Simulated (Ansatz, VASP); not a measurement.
## Mo: VASP beside Ansatz

```
CELL_PARAMETERS angstrom
-1.59167 1.59167 1.59167
1.59167 -1.59167 1.59167
1.59167 1.59167 -1.59167
ATOMIC_POSITIONS crystal
Mo 0.00000 0.00000 0.00000
```

Change from the starting cell: volume scaled by 1.04.

Alike in both runs: task single point; functional PBE; k mesh 16 × 16 × 16; occupations fermi-dirac, width 0.05 eV; no spin polarisation.

|  | VASP | Ansatz |
| --- | --- | --- |
| version | VASP 6.6.1 | Ansatz 0.2.0 |
| potentials or method | VASP PAW PBE potentials, release 64 (Mo_sv), cutoff 520 eV | all-electron LAPW, scalar-relativistic |

Ansatz gave:

- pressure (GPa): -5.4

What did VASP give for the same quantities?

Pressure (GPa): -5.0.

Ansatz ran all-electron here, and VASP with PAW potentials.
